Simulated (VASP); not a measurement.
# SiO2 (Fd-3m) in VASP: a series of runs

The runs below take SiO2 through single point, with r2SCAN.

Program: VASP 6.6.1. These are calculated values, not measurements. Logs are shortened: lines on timing, memory, paths and dates and some standing lists are left out, and cuts for length are marked.

## 1. The cell of the first run

It takes space group Fd-3m (No. 227, cubic). Conventional cell: a = 7.120 Å, b = 7.120 Å, c = 7.120 Å, α = 90.00°, β = 90.00°, γ = 90.00°. Within 2.1 Å of Si (site symmetry -43m) lie 4 O at 1.54 Å. Within 2.1 Å of O (site symmetry -3m) lie 2 Si at 1.54 Å.

## 2. Single point, r2SCAN

POSCAR reads:

```
SiO2
1.0
    0.0000000000      3.5600000000      3.5600000000
    3.5600000000      0.0000000000      3.5600000000
    3.5600000000      3.5600000000      0.0000000000
Si O
2 4
Direct
    0.5000000000      0.5000000000      0.5000000000
    0.7500000000      0.7500000000      0.7500000000
    0.6250000000      0.6250000000      0.6250000000
    0.1250000000      0.6250000000      0.6250000000
    0.6250000000      0.6250000000      0.1250000000
    0.6250000000      0.1250000000      0.6250000000
```

INCAR.step1 reads:

```
PREC = Accurate
ENCUT = 520
ISMEAR = 0
SIGMA = 0.1
LREAL = False
LASPH = True
NELM = 80
NBANDS = 25
GGA = PE
ALGO = Normal
EDIFF = 1E-4
LWAVE = True
LCHARG = False
```

INCAR.step2 reads:

```
PREC = Accurate
ENCUT = 520
EDIFF = 1E-7
ISMEAR = 0
SIGMA = 0.1
LREAL = False
LASPH = True
NELM = 80
ALGO = Normal
ISIF = 2
LWAVE = False
LCHARG = True
METAGGA = R2SCAN
LMIXTAU = True
LELF = True
LVHAR = True
NBANDS = 25
ISTART = 1
```

KPOINTS reads:

```
regular mesh
0
Gamma
  4 4 4
```

Potentials or basis: VASP PAW PBE potentials, release 64 (Si, O).

Run with:

```
cat potpaw_PBE.64/Si/POTCAR potpaw_PBE.64/O/POTCAR > POTCAR
cp INCAR.step1 INCAR
mpirun -np 1 vasp_std > vasp.out
cp INCAR.step2 INCAR
mpirun -np 1 vasp_std > vasp.out
```

OUTCAR:

```text
PREC = Accurate
   ENCUT = 520
   EDIFF = 1E-7
   ISMEAR = 0
   LREAL = False
   LASPH = True
   NELM = 80
   ISIF = 2
   METAGGA = R2SCAN
   ISTART = 1

 ion  position               nearest neighbor table
   1  0.500  0.500  0.500-   4 1.54   5 1.54   6 1.54   3 1.54   2 3.08   2 3.08   2 3.08   2 3.08

   2  0.750  0.750  0.750-   4 1.54   5 1.54   6 1.54   3 1.54   1 3.08   1 3.08   1 3.08   1 3.08

   3  0.625  0.625  0.625-   1 1.54   2 1.54
   4  0.125  0.625  0.625-   1 1.54   2 1.54
   5  0.625  0.625  0.125-   1 1.54   2 1.54
   6  0.625  0.125  0.625-   1 1.54   2 1.54

  LATTYP: Found a face centered cubic cell.
 ALAT       =     7.1200000000

  Lattice vectors:

 A1 = (   0.0000000000,   3.5600000000,   3.5600000000)
 A2 = (   3.5600000000,   0.0000000000,   3.5600000000)
 A3 = (   3.5600000000,   3.5600000000,   0.0000000000)

Analysis of symmetry for initial positions (statically):
=====================================================================
 Subroutine PRICEL returns:
 Original cell was already a primitive cell.

 Routine SETGRP: Setting up the symmetry group for a
 face centered cubic supercell.

 Subroutine GETGRP returns: Found 48 space group operations
 (whereof 24 operations were pure point group operations)
 out of a pool of 48 trial point group operations.

The static configuration has the point symmetry T_d .
 The point group associated with its full space group is O_h .

Analysis of symmetry for dynamics (positions and initial velocities):
=====================================================================
 Subroutine PRICEL returns:
 Original cell was already a primitive cell.

 Routine SETGRP: Setting up the symmetry group for a
 face centered cubic supercell.

 Subroutine GETGRP returns: Found 48 space group operations
 (whereof 24 operations were pure point group operations)
 out of a pool of 48 trial point group operations.

The dynamic configuration has the point symmetry T_d .
 The point group associated with its full space group is O_h .

 Subroutine INISYM returns: Found 48 space group operations
 (whereof 24 operations are pure point group operations),
 and found     1 'primitive' translations

----------------------------------------------------------------------------------------
[... 83 lines left out ...]
   NELM   =     80;   NELMIN=  2; NELMDL=  0     # of ELM steps
   EDIFF  = 0.1E-06   stopping-criterion for ELM
   LREAL  =      F    real-space projection
   EDIFFG = 0.1E-05   stopping-criterion for IOM
   NSW    =      0    number of steps for IOM
   IBRION =     -1    ionic relax: 0-MD 1-quasi-New 2-CG
   NFREE  =      0    steps in history (QN), initial steepest desc. (CG)
   ISIF   =      2    stress and relaxation
   ISYM   =      2    0-nonsym 1-usesym 2-fastsym
   POTIM  = 0.5000    time-step for ionic-motion
   TEBEG  =    0.0;   TEEND  =   0.0 temperature during run
   PSTRESS=    0.0 pullay stress
   NELECT =      32.0000    total number of electrons
   NUPDOWN=      -1.0000    fix difference up-down
   EMIN   =  10.00;   EMAX   =-10.00  energy-range for DOS
   EFERMI =   0.00;   METHOD = LEGACY
   ISMEAR =     0;   SIGMA  =   0.10  broadening in eV -4-tet -1-fermi 0-gaus
   EFERMI_NEDOS =   21; number of points for ismear=-14 and -15
   IALGO  =     38    algorithm
   IMIX   =      4    mixing-type and parameters
     AMIX     =   0.40;   BMIX     =  1.00
     AMIX_MAG =   1.60;   BMIX_MAG =  1.00
  volume/ion in A,a.u.               =      15.04       101.49
  Fermi-wavevector in a.u.,A,eV,Ry     =   1.158772  2.189762 18.269272  1.342754
  Thomas-Fermi vector in A             =   2.295371
   LORBIT       =      0    0 simple, 1 ext, 2 COOP (PROOUT), +10 PAW based schemes
   METAGGA = R2SCAN    functional components
   LHFCALC =     F    Hartree Fock is set to
   AEXX    =    0.0000 exact exchange contribution
   IVDW    =     0    specifies the selected vdW correction
   LEPSILON=     F    determine dielectric tensor
   LRPA    =     F    only Hartree local field effects (RPA)
 non-spin polarized calculation
 Gauss-broadening in eV      SIGMA  =   0.10
  energy-cutoff  :      520.00
  volume of cell :       90.24
 maximum number of plane-waves:      2468
 NGX is ok and might be reduce to    40
   NGX = 19   NGY = 19   NGZ = 19

 number of electron      32.0000009 magnetization

 Free energy of the ion-electron system (eV)
  ---------------------------------------------------
  ext. energy  EPLUGINS =         0.00000000
  ---------------------------------------------------
  free energy    TOTEN  =       -58.75625199 eV

  energy without entropy =      -58.75625199  energy(sigma->0) =      -58.75625199

 E-fermi :   0.0429     XC(G=0):  -8.2950

 val. band max:       -0.5055222445   @ k =   0.5000   0.0000   0.0000
 cond. band min:       5.6515668100   @ k =   0.0000   0.0000   0.0000
 fundamental gap:      6.1570890545
 Fermi energy:         0.0428969648

 k-point     1 :       0.0000    0.0000    0.0000
  band No.  band energies     occupation
      1     -21.6076      2.00000
      2     -19.2837      2.00000
      3     -19.2837      2.00000
      4     -19.2837      2.00000
      5     -11.1262      2.00000
      6      -6.9710      2.00000
[... 213 lines left out ...]
     24      13.9853      0.00000
     25      14.5692      0.00000

------------------------ aborting loop because EDIFF is reached ----------------------------------------

  FORCE on cell =-STRESS in cart. coord.  units (eV):
  Direction    XX          YY          ZZ          XY          YZ          ZX
  --------------------------------------------------------------------------------------
  -------------------------------------------------------------------------------------
  Total       12.9667260     12.9667260     12.9667260     -0.0000000     -0.0000000     -0.0000000
  in kB      230.2294773    230.2294773    230.2294773     -0.0000000     -0.0000000     -0.0000000
  external PRESSURE =     230.2294773 kB  Pullay stress =       0.0000000 kB

 VOLUME and BASIS-vectors are now :
 -----------------------------------------------------------------------------
  energy-cutoff  :      520.00
  volume of cell :       90.24
      direct lattice vectors                 reciprocal lattice vectors
     0.000000000  3.560000000  3.560000000    -0.140449438  0.140449438  0.140449438
     3.560000000  0.000000000  3.560000000     0.140449438 -0.140449438  0.140449438
     3.560000000  3.560000000  0.000000000     0.140449438  0.140449438 -0.140449438

 POSITION                                       TOTAL-FORCE (eV/Angst)
 -----------------------------------------------------------------------------------
      3.56000      3.56000      3.56000        -0.000000      0.000000     -0.000000
      5.34000      5.34000      5.34000        -0.000000     -0.000000     -0.000000
      4.45000      4.45000      4.45000         0.000000      0.000000      0.000000
      4.45000      2.67000      2.67000         0.000000      0.000000      0.000000
      2.67000      2.67000      4.45000         0.000000      0.000000      0.000000
      2.67000      4.45000      2.67000         0.000000      0.000000      0.000000
 -----------------------------------------------------------------------------------
    total drift:                                0.000000      0.000000      0.000000

  FREE ENERGIE OF THE ION-ELECTRON SYSTEM (eV)
  ---------------------------------------------------
  free  energy   TOTEN  =       -58.7562519908 eV

  energy  without entropy=      -58.7562519908  energy(sigma->0) =      -58.75625199
```

Wall time 2.8 min (1 thread of Intel Xeon 8259CL, shared host); peak memory 0.25 GiB.

Results:

```
Free energy            : -58.7563 eV
Pressure               : 23.0 GPa
Band gap on the k mesh : 6.16 eV (least direct gap 6.16 eV)
```

Levels at points of the mesh, in eV from the valence-band top:
```
           k point  band 14  band 15  band 16  band 17  band 18  band 19
(0.00, 0.00, 0.00)    -0.01    -0.01    -0.01     6.16    10.30    10.30
(0.50, 0.00, 0.00)    -1.18    -1.18     0.00     8.71     8.89     9.99
(0.50, 0.50, 0.00)    -1.72    -0.78    -0.78     9.18     9.18    12.72
```

Caveat: the cell stands under pressure; the PAW data sets were made with another functional, which shifts forces and pressure a little. r2SCAN opens gaps a little over a GGA but as a rule still falls short of measured ones.

## 3. Single point, r2SCAN (15.88 Å³/atom)

This run uses another cell than the first one, of 15.88 Å³/atom.

Changes to POSCAR since step 2:

```diff
@@ -2,5 +2,5 @@
 1.0
-    0.0000000000      3.5600000000      3.5600000000
-    3.5600000000      0.0000000000      3.5600000000
-    3.5600000000      3.5600000000      0.0000000000
+    0.0000000000      3.6250859092      3.6250859092
+    3.6250859092      0.0000000000      3.6250859092
+    3.6250859092      3.6250859092      0.0000000000
 Si O
```

INCAR.step1 reads:

```
SYSTEM = SiO2
  ALGO = Normal
  EDIFF = 1E-4
  ENCUT = 520
  GGA = PE
  ISMEAR = 0
  LASPH = .TRUE.
  LCHARG = .FALSE.
  LREAL = .FALSE.
  LWAVE = .TRUE.
  NBANDS = 25
  NELM = 60
  PREC = Accurate
  SIGMA = 0.02
```

INCAR.step2 reads:

```
SYSTEM = SiO2
  ALGO = Normal
  EDIFF = 1E-7
  ENCUT = 520
  ISIF = 2
  ISMEAR = 0
  ISTART = 1
  LASPH = .TRUE.
  LCHARG = .FALSE.
  LMIXTAU = .TRUE.
  LREAL = .FALSE.
  LWAVE = .FALSE.
  METAGGA = R2SCAN
  NBANDS = 25
  NELM = 60
  PREC = Accurate
  SIGMA = 0.02
```

KPOINTS reads:

```
k-points
0
G
  6 6 6
  0 0 0
```

Potentials or basis: VASP PAW PBE potentials, release 64 (Si, O).

Run with:

```
cat potpaw_PBE.64/Si/POTCAR potpaw_PBE.64/O/POTCAR > POTCAR
cp INCAR.step1 INCAR
mpirun -np 1 vasp_std > vasp.out
cp INCAR.step2 INCAR
mpirun -np 1 vasp_std > vasp.out
```

OUTCAR:

```text
SYSTEM = SiO2
   EDIFF = 1E-7
   ENCUT = 520
   ISIF = 2
   ISMEAR = 0
   ISTART = 1
   LASPH = .TRUE.
   LREAL = .FALSE.
   METAGGA = R2SCAN
   NELM = 60
   PREC = Accurate

 ion  position               nearest neighbor table
   1  0.500  0.500  0.500-   3 1.57   4 1.57   5 1.57   6 1.57   2 3.14   2 3.14   2 3.14   2 3.14

   2  0.750  0.750  0.750-   3 1.57   4 1.57   5 1.57   6 1.57   1 3.14   1 3.14   1 3.14   1 3.14

   3  0.625  0.625  0.625-   1 1.57   2 1.57
[... 649 lines left out ...]
  -------------------------------------------------------------------------------------
  Total        6.6065181      6.6065181      6.6065181     -0.0000000     -0.0000000      0.0000000
  in kB      111.0959699    111.0959699    111.0959699     -0.0000000     -0.0000000      0.0000000
  external PRESSURE =     111.0959699 kB  Pullay stress =       0.0000000 kB

 VOLUME and BASIS-vectors are now :
 -----------------------------------------------------------------------------
  energy-cutoff  :      520.00
  volume of cell :       95.28
      direct lattice vectors                 reciprocal lattice vectors
     0.000000000  3.625085909  3.625085909    -0.137927766  0.137927766  0.137927766
     3.625085909  0.000000000  3.625085909     0.137927766 -0.137927766  0.137927766
     3.625085909  3.625085909  0.000000000     0.137927766  0.137927766 -0.137927766

 POSITION                                       TOTAL-FORCE (eV/Angst)
 -----------------------------------------------------------------------------------
      3.62509      3.62509      3.62509         0.000000      0.000000      0.000000
      5.43763      5.43763      5.43763        -0.000000     -0.000000     -0.000000
      4.53136      4.53136      4.53136         0.000000     -0.000000      0.000000
      4.53136      2.71881      2.71881         0.000000     -0.000000      0.000000
      2.71881      2.71881      4.53136         0.000000     -0.000000      0.000000
      2.71881      4.53136      2.71881         0.000000     -0.000000      0.000000
 -----------------------------------------------------------------------------------
    total drift:                                0.000000      0.000000      0.000000

  FREE ENERGIE OF THE ION-ELECTRON SYSTEM (eV)
  ---------------------------------------------------
  free  energy   TOTEN  =       -59.2914291247 eV

  energy  without entropy=      -59.2914291247  energy(sigma->0) =      -59.29142912
```

It took 3.4 min on 1 thread of Intel Xeon 8259CL, shared host; peak memory 0.25 GiB.

What came out:

```yaml
Free_energy: -59.2914 eV
Pressure: 11.1 GPa
Band_gap_on_the_k_mesh: 6.13 eV (least direct gap 6.14 eV)
```

Caveat: the cell stands under pressure; the PAW data sets were made with another functional, which shifts forces and pressure a little.

(Continued in part 2 of 2.)
